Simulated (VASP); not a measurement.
# Zn (P6_3/mmc) in VASP: a series of runs

The runs below take Zn through single point, with LDA, PBE, PBEsol, RPBE.

Program: VASP 6.6.1. These are calculated values, not measurements. Logs are shortened: lines on timing, memory, paths and dates and some standing lists are left out, and cuts for length are marked.

### 1 The cell of the first run

Symmetry: P6_3/mmc, No. 194, hexagonal system. Conventional cell: a = 2.670 Å, b = 2.670 Å, c = 4.966 Å, α = 90.00°, β = 90.00°, γ = 120.00°. Within 3.5 Å of Zn (site symmetry -6m2) lie 12 Zn at 2.67 to 2.92 Å.

### 2 Single point, LDA

Contents of INCAR:

```
PREC = Accurate
ENCUT = 520
EDIFF = 1E-7
ISMEAR = -1
SIGMA = 0.05
LREAL = F
LASPH = T
NELM = 100
ALGO = Fast
ISIF = 2
LWAVE = F
LCHARG = F
GGA = CA
NBANDS = 19
```

Contents of KPOINTS:

```
Automatic mesh
0
Gamma
  7 7 3
```

Contents of POSCAR:

```
Zn
1.0
    2.6700000000      0.0000000000      0.0000000000
   -1.3350000000      2.3122878281      0.0000000000
    0.0000000000      0.0000000000      4.9660000000
Zn
2
Direct
    0.6666666667      0.3333333333      0.7500000000
    0.3333333333      0.6666666667      0.2500000000
```

Potentials or basis: VASP PAW LDA potentials, release 64 (Zn).

Launch:

```bash
> cat potpaw_LDA.64/Zn/POTCAR > POTCAR
> mpirun -np 1 vasp_std > vasp.out
```

OUTCAR:

```text
PREC = Accurate
   ENCUT = 520
   EDIFF = 1E-7
   ISMEAR = -1
   LREAL = F
   LASPH = T
   NELM = 100
   ISIF = 2
   GGA = CA

 ion  position               nearest neighbor table
   1  0.667  0.333  0.750-   2 2.92   2 2.92   2 2.92   2 2.92   2 2.92   2 2.92
   2  0.333  0.667  0.250-   1 2.92   1 2.92   1 2.92   1 2.92   1 2.92   1 2.92

  LATTYP: Found a hexagonal cell.
 ALAT       =     2.6700000000
 C/A-ratio  =     1.8599250936

  Lattice vectors:

 A1 = (   2.6700000000,   0.0000000000,   0.0000000000)
 A2 = (  -1.3350000000,   2.3122878281,   0.0000000000)
 A3 = (   0.0000000000,   0.0000000000,   4.9660000000)

Analysis of symmetry for initial positions (statically):
=====================================================================
 Subroutine PRICEL returns:
 Original cell was already a primitive cell.

 Routine SETGRP: Setting up the symmetry group for a
 hexagonal supercell.

 Subroutine GETGRP returns: Found 24 space group operations
 (whereof 12 operations were pure point group operations)
 out of a pool of 24 trial point group operations.

The static configuration has the point symmetry D_3d.
 The point group associated with its full space group is D_6h.

Analysis of symmetry for dynamics (positions and initial velocities):
=====================================================================
 Subroutine PRICEL returns:
 Original cell was already a primitive cell.

 Routine SETGRP: Setting up the symmetry group for a
 hexagonal supercell.

 Subroutine GETGRP returns: Found 24 space group operations
 (whereof 12 operations were pure point group operations)
 out of a pool of 24 trial point group operations.

The dynamic configuration has the point symmetry D_3d.
 The point group associated with its full space group is D_6h.

 Subroutine INISYM returns: Found 24 space group operations
 (whereof 12 operations are pure point group operations),
 and found     1 'primitive' translations

----------------------------------------------------------------------------------------

                                     Primitive cell

  volume of cell :      30.6591

  direct lattice vectors                    reciprocal lattice vectors
     2.670000000  0.000000000  0.000000000     0.374531835  0.216236056  0.000000000
    -1.335000000  2.312287828  0.000000000     0.000000000  0.432472112  0.000000000
     0.000000000  0.000000000  4.966000000     0.000000000  0.000000000  0.201369311

  length of vectors
     2.670000000  2.670000000  4.966000000     0.432472112  0.432472112  0.201369311

  position of ions in fractional coordinates (direct lattice)
     0.666666667  0.333333333  0.750000000
     0.333333333  0.666666667  0.250000000

  ion indices of the primitive-cell ions
   primitive index   ion index
                 1           1
                 2           2

----------------------------------------------------------------------------------------

 KPOINTS: Automatic mesh

Automatic generation of k-mesh.
 Grid dimensions read from file:
 generate k-points for:    7    7    3

 Generating k-lattice:

  Cartesian coordinates                     Fractional coordinates (reciprocal lattice)
     0.053504548  0.030890865  0.000000000     0.142857143  0.000000000  0.000000000
     0.000000000  0.061781730  0.000000000     0.000000000  0.142857143  0.000000000
     0.000000000  0.000000000  0.067123104     0.000000000  0.000000000  0.333333333

  Length of vectors
     0.061781730  0.061781730  0.067123104

  Shift w.r.t. Gamma in fractional coordinates (k-lattice)
     0.000000000  0.000000000  0.000000000

 Subroutine IBZKPT returns following result:
 ===========================================

 Found     16 irreducible k-points:

 Following reciprocal coordinates:
            Coordinates               Weight
  0.000000  0.000000  0.000000      1.000000
  0.142857  0.000000  0.000000      6.000000
  0.285714  0.000000  0.000000      6.000000
  0.428571 -0.000000  0.000000      6.000000
  0.142857  0.142857  0.000000      6.000000
  0.285714  0.142857  0.000000     12.000000
[... 8 lines left out ...]
  0.428571  0.142857  0.333333     12.000000
  0.285714  0.285714  0.333333     12.000000
   k-points           NKPTS =     16   k-points in BZ     NKDIM =     16   number of bands    NBANDS=     19
   number of dos      NEDOS =    301   number of ions     NIONS =      2
   total plane-waves  NPLWV =  16000
   dimension x,y,z NGX =    20 NGY =   20 NGZ =   40
   dimension x,y,z NGXF=    40 NGYF=   40 NGZF=   80
   ions per type =               2
   NGX,Y,Z   is equivalent  to a cutoff of  12.45, 12.45, 13.39 a.u.
   NGXF,Y,Z  is equivalent  to a cutoff of  24.91, 24.91, 26.78 a.u.
 SYSTEM =  unknown system
   PREC   = accura    normal or accurate (medium, high low for compatibility)
   ISTART =      0    job   : 0-new  1-cont  2-samecut
   ICHARG =      2    charge: 1-file 2-atom 10-const
   ISPIN  =      1    spin polarized calculation?
   LNONCOLLINEAR =      F non collinear calculations
   LSORBIT =      F    spin-orbit coupling
   LASPH  =      T    aspherical Exc in radial PAW
   ENCUT  =  520.0 eV  38.22 Ry    6.18 a.u.   4.96  4.96  9.23*2*pi/ulx,y,z
   NELM   =    100;   NELMIN=  2; NELMDL= -5     # of ELM steps
   EDIFF  = 0.1E-06   stopping-criterion for ELM
   LREAL  =      F    real-space projection
   EDIFFG = 0.1E-05   stopping-criterion for IOM
   NSW    =      0    number of steps for IOM
   IBRION =     -1    ionic relax: 0-MD 1-quasi-New 2-CG
   NFREE  =      0    steps in history (QN), initial steepest desc. (CG)
   ISIF   =      2    stress and relaxation
   ISYM   =      2    0-nonsym 1-usesym 2-fastsym
   POTIM  = 0.5000    time-step for ionic-motion
   TEBEG  =    0.0;   TEEND  =   0.0 temperature during run
   PSTRESS=    0.0 pullay stress
   NELECT =      24.0000    total number of electrons
   NUPDOWN=      -1.0000    fix difference up-down
   EMIN   =  10.00;   EMAX   =-10.00  energy-range for DOS
   EFERMI =   0.00;   METHOD = LEGACY
   ISMEAR =    -1;   SIGMA  =   0.05  broadening in eV -4-tet -1-fermi 0-gaus
   EFERMI_NEDOS =   21; number of points for ismear=-14 and -15
   IALGO  =     68    algorithm
   IMIX   =      4    mixing-type and parameters
     AMIX     =   0.40;   BMIX     =  1.00
     AMIX_MAG =   1.60;   BMIX_MAG =  1.00
  volume/ion in A,a.u.               =      15.33       103.45
  Fermi-wavevector in a.u.,A,eV,Ry     =   1.508778  2.851177 30.972445  2.276410
  Thomas-Fermi vector in A             =   2.619187
   LORBIT       =      0    0 simple, 1 ext, 2 COOP (PROOUT), +10 PAW based schemes
   GGA     = CA    functional components
   LHFCALC =     F    Hartree Fock is set to
   AEXX    =    0.0000 exact exchange contribution
   IVDW    =     0    specifies the selected vdW correction
   LEPSILON=     F    determine dielectric tensor
   LRPA    =     F    only Hartree local field effects (RPA)
 non-spin polarized calculation
 RMM-DIIS sequential band-by-band and
  energy-cutoff  :      520.00
  volume of cell :       30.66
 maximum number of plane-waves:       839
 NGX is ok and might be reduce to    20
   NGX =  9   NGY =  9   NGZ = 19

 number of electron      24.0000011 magnetization

 Free energy of the ion-electron system (eV)
  ---------------------------------------------------
  ext. energy  EPLUGINS =         0.00000000
  ---------------------------------------------------
  free energy    TOTEN  =        -3.70762706 eV

  energy without entropy =       -3.69755020  energy(sigma->0) =       -3.70258863

 E-fermi :   2.8423     XC(G=0): -11.8440

 val. band max:        2.8120714087   @ k =   0.2857   0.1429   0.0000
 cond. band min:       2.8919387042   @ k =   0.2857   0.2857   0.3333
 fundamental gap:      0.0798672955
 Fermi energy:         2.8422701425

 k-point     1 :       0.0000    0.0000    0.0000
  band No.  band energies     occupation
      1      -7.5220      2.00000
      2      -5.8191      2.00000
      3      -5.1426      2.00000
      4      -4.9201      2.00000
      5      -4.9201      2.00000
      6      -4.8717      2.00000
[... 11 lines left out ...]
     18      21.7407      0.00000
     19      21.7825      0.00000

 k-point     2 :       0.1429    0.0000    0.0000
  band No.  band energies     occupation
      1      -6.9302      2.00000
      2      -5.5922      2.00000
      3      -5.1016      2.00000
      4      -4.9625      2.00000
      5      -4.8992      2.00000
      6      -4.7848      2.00000
[... 11 lines left out ...]
     18      19.6589      0.00000
     19      21.0975      0.00000

 k-point     3 :       0.2857    0.0000    0.0000
  band No.  band energies     occupation
      1      -5.6847      2.00000
      2      -5.4498      2.00000
      3      -5.1170      2.00000
      4      -4.9685      2.00000
      5      -4.8295      2.00000
      6      -4.7594      2.00000
[... 11 lines left out ...]
     18      17.9250      0.00000
     19      19.2643      0.00000

 k-point     4 :       0.4286   -0.0000    0.0000
  band No.  band energies     occupation
      1      -5.6192      2.00000
      2      -5.5352      2.00000
      3      -5.3587      2.00000
      4      -4.9015      2.00000
      5      -4.7832      2.00000
      6      -4.7583      2.00000
[... 11 lines left out ...]
     18      17.1886      0.00000
     19      18.2001      0.00000

 k-point     5 :       0.1429    0.1429    0.0000
  band No.  band energies     occupation
      1      -5.8836      2.00000
      2      -5.3104      2.00000
      3      -5.1535      2.00000
      4      -4.9929      2.00000
      5      -4.9833      2.00000
      6      -4.8840      2.00000
[... 11 lines left out ...]
     18      16.9632      0.00000
     19      18.6709      0.00000
[... 158 lines left out ...]
      2      -5.2390      2.00000
      3      -5.1358      2.00000
      4      -5.1026      2.00000
      5      -5.0545      2.00000
      6      -4.9631      2.00000
[... 11 lines left out ...]
     18      14.3992      0.00000
     19      22.3952      0.00000

 k-point    14 :       0.2857    0.1429    0.3333
  band No.  band energies     occupation
      1      -5.4081      2.00000
      2      -5.3417      2.00000
      3      -5.1974      2.00000
      4      -5.1601      2.00000
      5      -4.8100      2.00000
      6      -4.6725      2.00000
[... 11 lines left out ...]
     18      13.8895      0.00000
     19      17.6210      0.00000

 k-point    15 :       0.4286    0.1429    0.3333
  band No.  band energies     occupation
      1      -5.4826      2.00000
      2      -5.4402      2.00000
      3      -5.2309      2.00000
      4      -5.1938      2.00000
      5      -4.8123      2.00000
      6      -4.5513      2.00000
[... 11 lines left out ...]
     18      12.5105      0.00000
     19      17.9964      0.00000

 k-point    16 :       0.2857    0.2857    0.3333
  band No.  band energies     occupation
      1      -5.2603      2.00000
      2      -5.1763      2.00000
      3      -5.1154      2.00000
      4      -5.0014      2.00000
      5      -4.9804      2.00000
      6      -4.7826      2.00000
[... 11 lines left out ...]
     18      14.2660      0.00000
     19      15.9110      0.00000

------------------------ aborting loop because EDIFF is reached ----------------------------------------

  FORCE on cell =-STRESS in cart. coord.  units (eV):
  Direction    XX          YY          ZZ          XY          YZ          ZX
  --------------------------------------------------------------------------------------
  -------------------------------------------------------------------------------------
  Total       -1.9948845     -1.9948845     -1.0286426      0.0000000     -0.0000000      0.0000000
  in kB     -104.2481784   -104.2481784    -53.7545476      0.0000000     -0.0000000      0.0000000
  external PRESSURE =     -87.4169681 kB  Pullay stress =       0.0000000 kB

 VOLUME and BASIS-vectors are now :
 -----------------------------------------------------------------------------
  energy-cutoff  :      520.00
  volume of cell :       30.66
      direct lattice vectors                 reciprocal lattice vectors
     2.670000000  0.000000000  0.000000000     0.374531835  0.216236056  0.000000000
    -1.335000000  2.312287828  0.000000000     0.000000000  0.432472112  0.000000000
     0.000000000  0.000000000  4.966000000     0.000000000  0.000000000  0.201369311

 POSITION                                       TOTAL-FORCE (eV/Angst)
 -----------------------------------------------------------------------------------
      1.33500      0.77076      3.72450        -0.000000     -0.000000      0.000000
     -0.00000      1.54153      1.24150         0.000000      0.000000      0.000000
 -----------------------------------------------------------------------------------
    total drift:                               -0.000000      0.000000      0.000000

  FREE ENERGIE OF THE ION-ELECTRON SYSTEM (eV)
  ---------------------------------------------------
  free  energy   TOTEN  =        -3.7076270553 eV

  energy  without entropy=       -3.6975502044  energy(sigma->0) =       -3.70258863
```

Wall time 12 s (1 thread of Intel Xeon 8259CL, shared host); peak memory 0.13 GiB.

Results:

```yaml
Free_energy: -3.7076 eV
Pressure: -8.7 GPa
Band_gap_on_the_k_mesh: zero (bands 12 and 13 overlap by 4.51 eV)
```

Caveat: the k points lie up to 0.42 Å⁻¹ apart, too coarse for converged energies and pressures of a metal.

### 3 Single point, PBE

Contents of INCAR:

```
SYSTEM = Zn
PREC = Accurate
ENCUT = 520
EDIFF = 1E-6
ISMEAR = -1
SIGMA = 0.05
LREAL = .False.
LASPH = .True.
NELM = 100
ALGO = Normal
ISIF = 2
LWAVE = .False.
LCHARG = .False.
GGA = PE
NBANDS = 19
```

Contents of KPOINTS:

```
Automatic mesh
0
Gamma
  7 7 3
  0 0 0
```

POSCAR is that of step 2.

Potentials or basis: VASP PAW PBE potentials, release 64 (Zn).

Launch:

```bash
> cat potpaw_PBE.64/Zn/POTCAR > POTCAR
> mpirun -np 1 vasp_std > vasp.out
```

Run time: 14 s. Hardware: 1 thread of Intel Xeon 8259CL, shared host; peak memory 0.14 GiB.

Results (log left out):

| Item | Value |
| --- | --- |
| Free energy | -2.2701 eV |
| Pressure | -0.6 GPa |
| Band gap on the k mesh | zero (bands 12 and 13 overlap by 4.48 eV) |

Stress tensor (GPa, compression positive):
```
-1.22  0.00  0.00
 0.00 -1.22  0.00
 0.00  0.00  0.49
```

Levels at points of the mesh, in eV from the Fermi level:
| k point | band 10 | band 11 | band 12 | band 13 | band 14 | band 15 |
| --- | --- | --- | --- | --- | --- | --- |
| (0.00, 0.00, 0.00) | -7.13 | -7.13 | -3.65 | -3.12 | 13.44 | 17.07 |

Caveat: the k points lie up to 0.42 Å⁻¹ apart, too coarse for converged energies and pressures of a metal.

### 4 Single point, PBEsol

Contents of INCAR:

```
PREC = Accurate
ENCUT = 520
EDIFF = 1E-7
ISMEAR = -1
SIGMA = 0.05
LREAL = F
LASPH = T
NELM = 80
ALGO = Normal
ISIF = 2
LWAVE = F
LCHARG = F
GGA = PS
NBANDS = 19
```

Contents of KPOINTS:

```
regular mesh
0
Gamma
  7 7 3
```

POSCAR is that of step 3.

Launch:

```bash
> cat potpaw_PBE.64/Zn/POTCAR > POTCAR
> mpirun -np 1 vasp_std > vasp.out
```

Run time: 16 s. Hardware: 1 thread of Intel Xeon 8259CL, shared host; peak memory 0.14 GiB.

It converged, with:

| Item | Value |
| --- | --- |
| Free energy | -3.1868 eV |
| Pressure | -5.6 GPa |
| Band gap on the k mesh | zero (bands 12 and 13 overlap by 4.46 eV) |

Stress tensor (GPa, compression positive):
```
-6.47  0.00  0.00
 0.00 -6.47  0.00
 0.00  0.00 -3.82
```

Levels at points of the mesh, in eV from the Fermi level:
```tsv
k point	band 8	band 9	band 10	band 11	band 12	band 13	band 14	band 15	band 16	band 17
(0.00, 0.00, 0.00)	-7.29	-7.29	-7.08	-7.08	-3.66	-3.10	13.43	17.06	17.29	17.29
```

Caveat: the k points lie up to 0.42 Å⁻¹ apart, too coarse for converged energies and pressures of a metal; the PAW data sets were made with another functional, which shifts forces and pressure a little.

### 5 Single point, RPBE

Contents of INCAR:

```
SYSTEM = Zn
  PREC = Accurate
  ENCUT = 520
  EDIFF = 1E-6
  ISMEAR = -1
  SIGMA = 0.05
  LREAL = .FALSE.
  LASPH = .TRUE.
  NELM = 80
  ALGO = Normal
  ISIF = 2
  LWAVE = .FALSE.
  LCHARG = .FALSE.
  GGA = RP
  NBANDS = 19
```

Contents of KPOINTS:

```
Automatic mesh
0
G
  7 7 3
  0 0 0
```

POSCAR is that of step 4.

Launch:

```bash
> cat potpaw_PBE.64/Zn/POTCAR > POTCAR
> mpirun -np 1 vasp_std > vasp.out
```

Run time: 16 s. Hardware: 1 thread of Intel Xeon 8259CL, shared host; peak memory 0.14 GiB.

It converged, with:

```yaml
Free_energy: -1.5323 eV
Pressure: 2.4 GPa
Band_gap_on_the_k_mesh: zero (bands 12 and 13 overlap by 4.45 eV)
```

Stress tensor (GPa, compression positive):
```
2.37 0.00 0.00
0.00 2.37 0.00
0.00 0.00 2.56
```

Levels at points of the mesh, in eV from the Fermi level:
```tsv
k point	band 9	band 10	band 11	band 12	band 13	band 14	band 15	band 16
(0.00, 0.00, 0.00)	-7.34	-7.14	-7.14	-3.68	-3.10	13.46	17.03	17.37
```

Caveat: the k points lie up to 0.42 Å⁻¹ apart, too coarse for converged energies and pressures of a metal; the PAW data sets were made with another functional, which shifts forces and pressure a little.

### 6 The runs side by side

```csv
level,potentials or basis,gap on the mesh (eV),pressure (GPa)
LDA,"VASP PAW LDA potentials, release 64 (Zn)",none,-8.7
PBE,"VASP PAW PBE potentials, release 64 (Zn)",none,-0.6
PBEsol,"VASP PAW PBE potentials, release 64 (Zn)",none,-5.6
RPBE,"VASP PAW PBE potentials, release 64 (Zn)",none,2.4
```

Alike in all rows: task single point; no spin polarisation; cell as given; k mesh 7 × 7 × 3; cutoff (eV) 520; smearing fermi-dirac 0.05 eV.

Caveats: all runs use coarse meshes; the PAW data sets were made with another functional, which shifts forces and pressure a little (at least some runs).

Total energies depend on the potentials used, so only differences within one code and one set of settings carry meaning.
